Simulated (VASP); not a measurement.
# Ru (P6_3/mmc) in VASP: notebook

Ru is run at these levels: LDA; tasks: single point.

All numbers are computed with VASP 6.6.1; they aren't measurements. Logs are shortened: lines on timing, memory, paths and dates and some standing lists are left out, and cuts for length are marked.

### 1 The cell of the first run

The structure is hexagonal, space group P6_3/mmc (No. 194). Conventional cell: a = 2.664 Å, b = 2.664 Å, c = 4.215 Å, α = 90.00°, β = 90.00°, γ = 120.00°. Within 3.4 Å of Ru (site symmetry -6m2) lie 12 Ru at 2.61 to 2.66 Å.

### 2 Single point, LDA

Contents of INCAR:

```
SYSTEM = Ru
ALGO = Normal
EDIFF = 1E-6
ENCUT = 600
GGA = CA
GGA_COMPAT = .FALSE.
ISIF = 2
ISMEAR = -1
LASPH = .TRUE.
LCHARG = .TRUE.
LELF = .TRUE.
LREAL = .FALSE.
LVHAR = .TRUE.
LWAVE = .FALSE.
NBANDS = 23
NELM = 120
PREC = Accurate
SIGMA = 0.05
```

Contents of KPOINTS:

```
k-points
0
G
  10 10 5
  0 0 0
```

Contents of POSCAR:

```
Ru
1.0
    2.6635345878      0.0000000000      0.0000000000
   -1.3317672939      2.3066886169      0.0000000000
    0.0000000000      0.0000000000      4.2150154283
Ru
2
Direct
    0.3333333333      0.6666666667      0.2500000000
    0.6666666667      0.3333333333      0.7500000000
```

Potentials or basis: VASP PAW LDA potentials, release 64 (Ru_sv).

Run with:

```
$ cat potpaw_LDA.64/Ru_sv/POTCAR > POTCAR
$ mpirun -np 1 vasp_std > vasp.out
```

OUTCAR:

```text
SYSTEM = Ru
   EDIFF = 1E-6
   ENCUT = 600
   GGA = CA
   ISIF = 2
   ISMEAR = -1
   LASPH = .TRUE.
   LREAL = .FALSE.
   NELM = 120
   PREC = Accurate

 ion  position               nearest neighbor table
   1  0.333  0.667  0.250-   2 2.61   2 2.61   2 2.61   2 2.61   2 2.61   2 2.61
   2  0.667  0.333  0.750-   1 2.61   1 2.61   1 2.61   1 2.61   1 2.61   1 2.61

  LATTYP: Found a hexagonal cell.
 ALAT       =     2.6635345878
 C/A-ratio  =     1.5824894663

  Lattice vectors:

 A1 = (   2.6635345878,   0.0000000000,   0.0000000000)
 A2 = (  -1.3317672939,   2.3066886169,   0.0000000000)
 A3 = (   0.0000000000,   0.0000000000,   4.2150154283)

Analysis of symmetry for initial positions (statically):
=====================================================================
 Subroutine PRICEL returns:
 Original cell was already a primitive cell.

 Routine SETGRP: Setting up the symmetry group for a
 hexagonal supercell.

 Subroutine GETGRP returns: Found 24 space group operations
 (whereof 12 operations were pure point group operations)
 out of a pool of 24 trial point group operations.

The static configuration has the point symmetry D_3d.
 The point group associated with its full space group is D_6h.

Analysis of symmetry for dynamics (positions and initial velocities):
=====================================================================
 Subroutine PRICEL returns:
 Original cell was already a primitive cell.

 Routine SETGRP: Setting up the symmetry group for a
 hexagonal supercell.

 Subroutine GETGRP returns: Found 24 space group operations
 (whereof 12 operations were pure point group operations)
 out of a pool of 24 trial point group operations.

The dynamic configuration has the point symmetry D_3d.
 The point group associated with its full space group is D_6h.

 Subroutine INISYM returns: Found 24 space group operations
 (whereof 12 operations are pure point group operations),
 and found     1 'primitive' translations

----------------------------------------------------------------------------------------

                                     Primitive cell

  volume of cell :      25.8968

  direct lattice vectors                    reciprocal lattice vectors
     2.663534588  0.000000000  0.000000000     0.375440967  0.216760943  0.000000000
    -1.331767294  2.306688617  0.000000000     0.000000000  0.433521886  0.000000000
     0.000000000  0.000000000  4.215015428     0.000000000  0.000000000  0.237247056
[... 70 lines left out ...]
   dimension x,y,z NGXF=    48 NGYF=   48 NGZF=   72
   ions per type =               2
   NGX,Y,Z   is equivalent  to a cutoff of  14.98, 14.98, 14.20 a.u.
   NGXF,Y,Z  is equivalent  to a cutoff of  29.96, 29.96, 28.40 a.u.
 SYSTEM =  Ru
   PREC   = accura    normal or accurate (medium, high low for compatibility)
   ISTART =      0    job   : 0-new  1-cont  2-samecut
   ICHARG =      2    charge: 1-file 2-atom 10-const
   ISPIN  =      1    spin polarized calculation?
   LNONCOLLINEAR =      F non collinear calculations
   LSORBIT =      F    spin-orbit coupling
   LASPH  =      T    aspherical Exc in radial PAW
   ENCUT  =  600.0 eV  44.10 Ry    6.64 a.u.   5.32  5.32  8.42*2*pi/ulx,y,z
   NELM   =    120;   NELMIN=  2; NELMDL= -5     # of ELM steps
   EDIFF  = 0.1E-05   stopping-criterion for ELM
   LREAL  =      F    real-space projection
   EDIFFG = 0.1E-04   stopping-criterion for IOM
   NSW    =      0    number of steps for IOM
   IBRION =     -1    ionic relax: 0-MD 1-quasi-New 2-CG
   NFREE  =      0    steps in history (QN), initial steepest desc. (CG)
   ISIF   =      2    stress and relaxation
   ISYM   =      2    0-nonsym 1-usesym 2-fastsym
   POTIM  = 0.5000    time-step for ionic-motion
   TEBEG  =    0.0;   TEEND  =   0.0 temperature during run
   PSTRESS=    0.0 pullay stress
   NELECT =      32.0000    total number of electrons
   NUPDOWN=      -1.0000    fix difference up-down
   EMIN   =  10.00;   EMAX   =-10.00  energy-range for DOS
[... 5 lines left out ...]
     AMIX     =   0.40;   BMIX     =  1.00
     AMIX_MAG =   1.60;   BMIX_MAG =  1.00
  volume/ion in A,a.u.               =      12.95        87.38
  Fermi-wavevector in a.u.,A,eV,Ry     =   1.756747  3.319771 41.989777  3.086162
  Thomas-Fermi vector in A             =   2.826237
   LORBIT       =      0    0 simple, 1 ext, 2 COOP (PROOUT), +10 PAW based schemes
   GGA     = CA    functional components
   LHFCALC =     F    Hartree Fock is set to
   AEXX    =    0.0000 exact exchange contribution
   IVDW    =     0    specifies the selected vdW correction
   LEPSILON=     F    determine dielectric tensor
   LRPA    =     F    only Hartree local field effects (RPA)
 non-spin polarized calculation
  energy-cutoff  :      600.00
  volume of cell :       25.90
 maximum number of plane-waves:       881
 NGX is ok and might be reduce to    24
   NGX = 11   NGY = 11   NGZ = 17

 number of electron      32.0000004 magnetization

 Free energy of the ion-electron system (eV)
  ---------------------------------------------------
  ext. energy  EPLUGINS =         0.00000000
  ---------------------------------------------------
  free energy    TOTEN  =       -21.39422714 eV

  energy without entropy =      -21.37378194  energy(sigma->0) =      -21.38400454

 E-fermi :  16.0065     XC(G=0): -14.8115

 val. band max:       16.0059208247   @ k =   0.1000   0.1000   0.4000
 cond. band min:      16.0121138298   @ k =   0.2000   0.1000   0.2000
 fundamental gap:      0.0061930051
 Fermi energy:        16.0065409089

 k-point     1 :       0.0000    0.0000    0.0000
  band No.  band energies     occupation
      1     -56.8870      2.00000
      2     -56.6318      2.00000
      3     -27.7043      2.00000
      4     -26.5811      2.00000
      5     -26.5811      2.00000
      6     -26.3810      2.00000
[... 613 lines left out ...]
     22      28.5959      0.00000
     23      29.4050      0.00000

 [... further k-points ...]
[... 5 lines left out ...]
  --------------------------------------------------------------------------------------
  -------------------------------------------------------------------------------------
  Total        1.0079978      1.0079978      0.2865715      0.0000000      0.0000000      0.0000000
  in kB       62.3625221     62.3625221     17.7295265      0.0000000      0.0000000      0.0000000
  external PRESSURE =      47.4848569 kB  Pullay stress =       0.0000000 kB

 VOLUME and BASIS-vectors are now :
 -----------------------------------------------------------------------------
  energy-cutoff  :      600.00
  volume of cell :       25.90
      direct lattice vectors                 reciprocal lattice vectors
     2.663534588  0.000000000  0.000000000     0.375440967  0.216760943  0.000000000
    -1.331767294  2.306688617  0.000000000     0.000000000  0.433521886  0.000000000
     0.000000000  0.000000000  4.215015428     0.000000000  0.000000000  0.237247056

 POSITION                                       TOTAL-FORCE (eV/Angst)
 -----------------------------------------------------------------------------------
     -0.00000      1.53779      1.05375         0.000000     -0.000000      0.000000
      1.33177      0.76890      3.16126        -0.000000      0.000000      0.000000
 -----------------------------------------------------------------------------------
    total drift:                                0.000000     -0.000000      0.000000

  FREE ENERGIE OF THE ION-ELECTRON SYSTEM (eV)
  ---------------------------------------------------
  free  energy   TOTEN  =       -21.3942271418 eV

  energy  without entropy=      -21.3737819440  energy(sigma->0) =      -21.38400454
```

stdout:

```text
POSCAR found type information on POSCAR Ru
 POSCAR found :  1 types and       2 ions
 scaLAPACK will be used
 LDA part: xc-table for (Slater(with rela. corr.)+CA(PZ))
 , standard interpolation
 POSCAR, INCAR and KPOINTS ok, starting setup
 FFT: planning ... GRIDC
 FFT: planning ... GRID_SOFT
 FFT: planning ... GRID
 WAVECAR not read
 entering main loop
```

Run time: 17 s. Hardware: 1 thread of AMD EPYC 9R45 (Zen 5), shared host; peak memory 0.12 GiB.

What came out:

* Free energy: -21.3942 eV
* Pressure: 4.7 GPa
* Band gap on the k mesh: zero (band 16 reaches 17.54 eV, above the bottom of band 17 at 14.21 eV)

Levels at points of the mesh, in eV from the Fermi level:
```csv
k point,band 12,band 13,band 14,band 15,band 16,band 17,band 18,band 19,band 20,band 21
"(0.00, 0.00, 0.00)",-2.86,-2.68,-2.12,-2.12,-1.56,-1.56,1.22,1.22,1.29,10.76
"(0.50, 0.00, 0.00)",-3.31,-2.27,-1.93,-1.69,1.51,1.97,2.04,4.29,6.41,11.35
```

(Part 1 of 2 ends here.)
